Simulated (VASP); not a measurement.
# Ta (I4/mmm) in VASP: notebook

The runs below take Ta through single point, with PBE.

All numbers are computed with VASP 6.6.1; they aren't measurements. Logs are shortened: lines on timing, memory, paths and dates and some standing lists are left out, and cuts for length are marked.

### 1 The cell of the first run

The structure is tetragonal, space group I4/mmm (No. 139). Conventional cell: a = 3.319 Å, b = 3.319 Å, c = 3.443 Å, α = 90.00°, β = 90.00°, γ = 90.00°. Within 3.8 Å of Ta (site symmetry 4/mmm) lie 14 Ta at 2.91 to 3.44 Å.

### 2 Single point, PBE (normal strain along x +0.0000, normal strain along z +0.0375)

Contents of INCAR:

```
SYSTEM = Ta
PREC     = Accurate       ! precision mode
ENCUT    = 520            ! plane-wave cutoff, eV
EDIFF    = 1E-6           ! SCF threshold, eV
ISMEAR   = 0              ! smearing method
SIGMA    = 0.15           ! smearing width, eV
LREAL    = .FALSE.        ! projectors in reciprocal space
LASPH    = .TRUE.         ! aspherical terms in the spheres
NELM     = 100            ! most SCF steps
ALGO     = Normal         ! electronic algorithm
ISIF     = 2              ! what is computed and relaxed
LWAVE    = .FALSE.        ! write WAVECAR
LCHARG   = .FALSE.        ! write CHGCAR
GGA      = PE             ! functional
NBANDS   = 12             ! bands
```

Contents of KPOINTS:

```
Automatic mesh
0
G
  18 18 18
  0 0 0
```

Contents of POSCAR:

```
Ta
1.0
   -1.6594835689      1.6594835689      1.7217142027
    1.6594835689     -1.6594835689      1.7217142027
    1.6594835689      1.6594835689     -1.7217142027
Ta
1
Direct
    0.0000000000      0.0000000000      0.0000000000
```

Potentials or basis: VASP PAW PBE potentials, release 64 (Ta_pv).

Launch:

```console
cat potpaw_PBE.64/Ta_pv/POTCAR > POTCAR
mpirun -np 1 vasp_std > vasp.out
```

OUTCAR:

```text
SYSTEM = Ta
   PREC = Accurate
   ENCUT = 520
   EDIFF = 1E-6
   ISMEAR = 0
   LREAL = .FALSE.
   LASPH = .TRUE.
   NELM = 100
   ISIF = 2
   GGA = PE

 ion  position               nearest neighbor table
   1  0.000  0.000  0.000-

  LATTYP: Found a body centered tetragonal cell.
 ALAT       =     3.3189671378
 C/A-ratio  =     1.0375000000

  Lattice vectors:

 A1 = (  -1.6594835689,   1.6594835689,   1.7217142027)
 A2 = (   1.6594835689,  -1.6594835689,   1.7217142027)
 A3 = (   1.6594835689,   1.6594835689,  -1.7217142027)

Analysis of symmetry for initial positions (statically):
=====================================================================
 Subroutine PRICEL returns:
 Original cell was already a primitive cell.

 Routine SETGRP: Setting up the symmetry group for a
 body centered tetragonal supercell.

 Subroutine GETGRP returns: Found 16 space group operations
 (whereof 16 operations were pure point group operations)
 out of a pool of 16 trial point group operations.

The static configuration has the point symmetry D_4h.

Analysis of symmetry for dynamics (positions and initial velocities):
=====================================================================
 Subroutine PRICEL returns:
 Original cell was already a primitive cell.

 Routine SETGRP: Setting up the symmetry group for a
 body centered tetragonal supercell.

 Subroutine GETGRP returns: Found 16 space group operations
 (whereof 16 operations were pure point group operations)
 out of a pool of 16 trial point group operations.

The dynamic configuration has the point symmetry D_4h.

 Subroutine INISYM returns: Found 16 space group operations
 (whereof 16 operations are pure point group operations),
 and found     1 'primitive' translations

----------------------------------------------------------------------------------------

                                     Primitive cell

  volume of cell :      18.9656

  direct lattice vectors                    reciprocal lattice vectors
    -1.659483569  1.659483569  1.721714203     0.000000000  0.301298554  0.290408245
     1.659483569 -1.659483569  1.721714203     0.301298554  0.000000000  0.290408245
     1.659483569  1.659483569 -1.721714203     0.301298554  0.301298554  0.000000000

  length of vectors
     2.910682261  2.910682261  2.910682261     0.418470749  0.418470749  0.426100502

  position of ions in fractional coordinates (direct lattice)
     0.000000000  0.000000000  0.000000000

  ion indices of the primitive-cell ions
   primitive index   ion index
                 1           1

----------------------------------------------------------------------------------------

 KPOINTS: Automatic mesh

Automatic generation of k-mesh.
 Grid dimensions read from file:
 generate k-points for:   18   18   18

 Generating k-lattice:

  Cartesian coordinates                     Fractional coordinates (reciprocal lattice)
     0.000000000  0.016738809  0.016133791     0.055555556  0.000000000 -0.000000000
     0.016738809  0.000000000  0.016133791     0.000000000  0.055555556 -0.000000000
     0.016738809  0.016738809  0.000000000     0.000000000  0.000000000  0.055555556

  Length of vectors
     0.023248375  0.023248375  0.023672250

  Shift w.r.t. Gamma in fractional coordinates (k-lattice)
     0.000000000  0.000000000  0.000000000

 Subroutine IBZKPT returns following result:
 ===========================================

 Found    480 irreducible k-points:

 Following reciprocal coordinates:
            Coordinates               Weight
  0.000000  0.000000  0.000000      1.000000
  0.055556 -0.000000  0.000000      8.000000
  0.111111 -0.000000  0.000000      8.000000
  0.166667  0.000000 -0.000000      8.000000
  0.222222 -0.000000  0.000000      8.000000
  0.277778 -0.000000  0.000000      8.000000
[... 16 lines left out ...]
 -0.277778  0.055556  0.000000     16.000000
 -0.222222  0.055556 -0.000000     16.000000
 [... further k-points ...]
   k-points           NKPTS =    480   k-points in BZ     NKDIM =    480   number of bands    NBANDS=     12
   number of dos      NEDOS =    301   number of ions     NIONS =      1
   total plane-waves  NPLWV =  13824
   dimension x,y,z NGX =    24 NGY =   24 NGZ =   24
   dimension x,y,z NGXF=    48 NGYF=   48 NGZF=   48
   ions per type =               1
   NGX,Y,Z   is equivalent  to a cutoff of  13.71, 13.71, 13.71 a.u.
   NGXF,Y,Z  is equivalent  to a cutoff of  27.42, 27.42, 27.42 a.u.
 SYSTEM =  Ta
   PREC   = accura    normal or accurate (medium, high low for compatibility)
   ISTART =      0    job   : 0-new  1-cont  2-samecut
   ICHARG =      2    charge: 1-file 2-atom 10-const
   ISPIN  =      1    spin polarized calculation?
   LNONCOLLINEAR =      F non collinear calculations
   LSORBIT =      F    spin-orbit coupling
   LASPH  =      T    aspherical Exc in radial PAW
   ENCUT  =  520.0 eV  38.22 Ry    6.18 a.u.   5.41  5.41  5.41*2*pi/ulx,y,z
   NELM   =    100;   NELMIN=  2; NELMDL= -5     # of ELM steps
   EDIFF  = 0.1E-05   stopping-criterion for ELM
   LREAL  =      F    real-space projection
   EDIFFG = 0.1E-04   stopping-criterion for IOM
   NSW    =      0    number of steps for IOM
   IBRION =     -1    ionic relax: 0-MD 1-quasi-New 2-CG
   NFREE  =      0    steps in history (QN), initial steepest desc. (CG)
   ISIF   =      2    stress and relaxation
   ISYM   =      2    0-nonsym 1-usesym 2-fastsym
   POTIM  = 0.5000    time-step for ionic-motion
   TEBEG  =    0.0;   TEEND  =   0.0 temperature during run
   PSTRESS=    0.0 pullay stress
   NELECT =      11.0000    total number of electrons
   NUPDOWN=      -1.0000    fix difference up-down
   EMIN   =  10.00;   EMAX   =-10.00  energy-range for DOS
   EFERMI =   0.00;   METHOD = LEGACY
   ISMEAR =     0;   SIGMA  =   0.15  broadening in eV -4-tet -1-fermi 0-gaus
   EFERMI_NEDOS =   21; number of points for ismear=-14 and -15
   IALGO  =     38    algorithm
   IMIX   =      4    mixing-type and parameters
     AMIX     =   0.40;   BMIX     =  1.00
     AMIX_MAG =   1.60;   BMIX_MAG =  1.00
  volume/ion in A,a.u.               =      18.97       127.99
  Fermi-wavevector in a.u.,A,eV,Ry     =   1.365264  2.579975 25.360534  1.863947
  Thomas-Fermi vector in A             =   2.491508
   LORBIT       =      0    0 simple, 1 ext, 2 COOP (PROOUT), +10 PAW based schemes
   GGA     = PE    functional components
   LHFCALC =     F    Hartree Fock is set to
   AEXX    =    0.0000 exact exchange contribution
   IVDW    =     0    specifies the selected vdW correction
   LEPSILON=     F    determine dielectric tensor
   LRPA    =     F    only Hartree local field effects (RPA)
 non-spin polarized calculation
 Gauss-broadening in eV      SIGMA  =   0.15
  energy-cutoff  :      520.00
  volume of cell :       18.97
 maximum number of plane-waves:       539
 NGX is ok and might be reduce to    24
   NGX = 11   NGY = 11   NGZ = 11

 number of electron      10.9999999 magnetization

 Free energy of the ion-electron system (eV)
  ---------------------------------------------------
  ext. energy  EPLUGINS =         0.00000000
  ---------------------------------------------------
  free energy    TOTEN  =       -11.80134628 eV

  energy without entropy =      -11.78574692  energy(sigma->0) =      -11.79354660

 E-fermi :   5.0871     XC(G=0): -12.3566

 val. band max:        5.0820737233   @ k =  -0.3889   0.0556  -0.0000
 cond. band min:       5.0894344729   @ k =   0.2222  -0.0000   0.0000
 fundamental gap:      0.0073607496
 Fermi energy:         5.0870892758

 k-point     1 :       0.0000    0.0000    0.0000
  band No.  band energies     occupation
      1     -28.2063      2.00000
      2     -28.1995      2.00000
      3     -28.1995      2.00000
      4      -2.6392      2.00000
      5       5.6757      0.00000
      6       5.6757      0.00000
      7       6.1030      0.00000
      8       8.5943      0.00000
      9       9.1738      0.00000
     10      19.4359      0.00000
     11      19.5919      0.00000
     12      20.0704      0.00000

 k-point     2 :       0.0556   -0.0000    0.0000
  band No.  band energies     occupation
      1     -28.2354      2.00000
      2     -28.2092      2.00000
      3     -28.2026      2.00000
      4      -2.5108      2.00000
      5       5.6565      0.00000
      6       5.6818      0.00000
      7       6.1411      0.00000
      8       8.4976      0.00000
      9       9.1329      0.00000
     10      19.5916      0.00000
     11      19.6566      0.00000
     12      20.2885      0.00000

 k-point     3 :       0.1111   -0.0000    0.0000
  band No.  band energies     occupation
      1     -28.3269      2.00000
      2     -28.2369      2.00000
      3     -28.2027      2.00000
      4      -2.1379      2.00000
      5       5.5472      0.00001
      6       5.5710      0.00001
      7       6.4236      0.00000
      8       8.2668      0.00000
      9       9.0721      0.00000
     10      19.5913      0.00000
     11      20.0816      0.00000
     12      20.9458      0.00000

 k-point     4 :       0.1667    0.0000   -0.0000
  band No.  band energies     occupation
      1     -28.4651      2.00000
      2     -28.2791      2.00000
      3     -28.2025      2.00000
      4      -1.5587      2.00000
      5       5.2575      0.10804
      6       5.3698      0.00770
      7       7.0001      0.00000
      8       8.0903      0.00000
      9       9.0482      0.00000
     10      19.5904      0.00000
     11      20.3439      0.00000
     12      21.6563      0.00000

 k-point     5 :       0.2222   -0.0000    0.0000
  band No.  band energies     occupation
      1     -28.6306      2.00000
      2     -28.3305      2.00000
      3     -28.2022      2.00000
      4      -0.8454      2.00000
      5       4.9096      1.90580
      6       5.0894      0.98236
      7       7.8077      0.00000
      8       8.0981      0.00000
      9       9.0778      0.00000
     10      19.5877      0.00000
     11      20.0615      0.00000
     12      21.4864      0.00000
[... 228 lines left out ...]
      1     -29.0257      2.00000
      2     -28.4624      2.00000
      3     -28.2156      2.00000
      4       0.7547      2.00000
      5       4.1348      2.00000
      6       5.0821      1.03772
      7       8.3989      0.00000
      8       9.5687      0.00000
      9      10.5938      0.00000
     10      17.7691      0.00000
     11      18.1389      0.00000
     12      19.6009      0.00000

 k-point    22 :      -0.3333    0.0556   -0.0000
  band No.  band energies     occupation
      1     -28.8881      2.00000
      2     -28.4136      2.00000
      3     -28.2161      2.00000
      4       0.3022      2.00000
      5       4.3986      2.00000
      6       4.8115      1.99062
      7       8.2204      0.00000
      8       9.3805      0.00000
      9       9.4800      0.00000
     10      19.0307      0.00000
     11      19.2682      0.00000
     12      19.6308      0.00000

 k-point    23 :      -0.2778    0.0556    0.0000
  band No.  band energies     occupation
      1     -28.7275      2.00000
      2     -28.3579      2.00000
      3     -28.2164      2.00000
      4      -0.3731      2.00000
      5       4.7208      1.99945
      6       4.8825      1.94626
      7       8.0702      0.00000
      8       8.3854      0.00000
      9       9.2408      0.00000
     10      19.5848      0.00000
     11      19.9436      0.00000
     12      20.8408      0.00000

 k-point    24 :      -0.2222    0.0556   -0.0000
  band No.  band energies     occupation
      1     -28.5624      2.00000
      2     -28.3019      2.00000
      3     -28.2163      2.00000
      4      -1.1117      2.00000
      5       5.0475      1.29107
      6       5.1644      0.46597
      7       7.4647      0.00000
      8       8.0448      0.00000
      9       9.1041      0.00000
     10      19.5896      0.00000
     11      20.4938      0.00000
     12      21.7566      0.00000

 [... further k-points ...]

------------------------ aborting loop because EDIFF is reached ----------------------------------------

  FORCE on cell =-STRESS in cart. coord.  units (eV):
  Direction    XX          YY          ZZ          XY          YZ          ZX
  --------------------------------------------------------------------------------------
  -------------------------------------------------------------------------------------
  Total       -0.6334254     -0.6334254     -1.0287824      0.0000000     -0.0000000      0.0000000
  in kB      -53.5105102    -53.5105102    -86.9094774      0.0000000     -0.0000000      0.0000000
  external PRESSURE =     -64.6434993 kB  Pullay stress =       0.0000000 kB

 VOLUME and BASIS-vectors are now :
 -----------------------------------------------------------------------------
  energy-cutoff  :      520.00
  volume of cell :       18.97
      direct lattice vectors                 reciprocal lattice vectors
    -1.659483569  1.659483569  1.721714203     0.000000000  0.301298554  0.290408245
     1.659483569 -1.659483569  1.721714203     0.301298554  0.000000000  0.290408245
     1.659483569  1.659483569 -1.721714203     0.301298554  0.301298554  0.000000000

 POSITION                                       TOTAL-FORCE (eV/Angst)
 -----------------------------------------------------------------------------------
      0.00000      0.00000      0.00000         0.000000     -0.000000      0.000000
 -----------------------------------------------------------------------------------
    total drift:                                0.000000      0.000000      0.000000

  FREE ENERGIE OF THE ION-ELECTRON SYSTEM (eV)
  ---------------------------------------------------
  free  energy   TOTEN  =       -11.8013462789 eV

  energy  without entropy=      -11.7857469202  energy(sigma->0) =      -11.79354660
```

It took 2 min on 1 thread of Intel Xeon 8259CL, shared host; peak memory 0.23 GiB.

What came out:

```
Free energy            : -11.8013 eV
Pressure               : -6.5 GPa
Band gap on the k mesh : zero (an odd number of electrons rules out a gap without spin polarisation)
```

Levels at points of the mesh, in eV from the Fermi level:
```
           k point  band 1  band 2  band 3  band 4  band 5  band 6  band 7  band 8  band 9  band 10
(0.00, 0.00, 0.00)  -33.29  -33.29  -33.29   -7.73    0.59    0.59    1.02    3.51    4.09    14.35
(0.50, 0.00, 0.00)  -34.28  -33.60  -33.29   -4.18   -1.25    1.28    3.39    4.62    7.24    10.82
(0.50, 0.50, 0.00)  -34.27  -33.64  -33.31   -4.14   -1.70    1.53    4.05    4.83    7.35    11.05
(0.50, 0.50, 0.50)  -34.03  -33.96  -33.96   -3.57   -3.46    6.32    6.46    6.46    7.57     8.50
```

Caveat: the cell differs from its parent crystal (normal strain along x +0.0000, normal strain along z +0.0375); the cell stands under tension; spin-orbit coupling is left out, which moves the levels of the heavy elements.

### 3 Single point, PBE (normal strain along x +0.0550, normal strain along z +0.0000)

Contents of INCAR:

```
SYSTEM = Ta
  ALGO = Normal
  EDIFF = 1E-7
  ENCUT = 520
  GGA = PE
  ISIF = 2
  ISMEAR = 0
  LASPH = .TRUE.
  LCHARG = .TRUE.
  LELF = .TRUE.
  LREAL = .FALSE.
  LVHAR = .TRUE.
  LWAVE = .FALSE.
  NBANDS = 12
  NELM = 60
  PREC = Accurate
  SIGMA = 0.15
```

Contents of KPOINTS:

```
k-points
0
G
  18 18 18
  0 0 0
```

Contents of POSCAR:

```
Ta
1.0
   -1.7507551652      1.6594835689      1.6594835689
    1.7507551652     -1.6594835689      1.6594835689
    1.7507551652      1.6594835689     -1.6594835689
Ta
1
Direct
    0.0000000000      0.0000000000      0.0000000000
```

Potentials or basis: VASP PAW PBE potentials, release 64 (Ta_pv).

Launch:

```console
cat potpaw_PBE.64/Ta_pv/POTCAR > POTCAR
mpirun -np 1 vasp_std > vasp.out
```

Wall time 2.4 min (1 thread of Intel Xeon 8259CL, shared host); peak memory 0.23 GiB.

Results (log left out):

| Item | Value |
| --- | --- |
| Free energy | -11.7806 eV |
| Pressure | -9.1 GPa |
| Band gap on the k mesh | zero (an odd number of electrons rules out a gap without spin polarisation) |

Stress tensor (GPa, compression positive):
```
-12.09   0.00   0.00
  0.00  -7.55   0.00
  0.00   0.00  -7.55
```

Levels at points of the mesh, in eV from the Fermi level:
| k point | band 2 | band 3 | band 4 | band 5 | band 6 | band 7 | band 8 | band 9 | band 10 | band 11 |
| --- | --- | --- | --- | --- | --- | --- | --- | --- | --- | --- |
| (0.00, 0.00, 0.00) | -33.36 | -33.36 | -7.67 | 0.53 | 0.53 | 1.13 | 3.31 | 4.12 | 14.10 | 14.44 |
| (0.50, 0.00, 0.00) | -33.70 | -33.39 | -4.07 | -1.78 | 1.53 | 4.13 | 4.82 | 7.21 | 10.85 | 11.42 |
| (0.00, 0.50, 0.00) | -33.65 | -33.36 | -4.12 | -1.14 | 1.18 | 3.16 | 4.57 | 7.04 | 10.52 | 11.73 |
| (0.50, 0.50, 0.50) | -33.98 | -33.98 | -3.51 | -3.36 | 6.15 | 6.34 | 6.34 | 7.16 | 8.50 | 8.50 |

Caveat: the cell differs from its parent crystal (normal strain along x +0.0550, normal strain along z +0.0000); the cell stands under tension; spin-orbit coupling is left out, which moves the levels of the heavy elements.
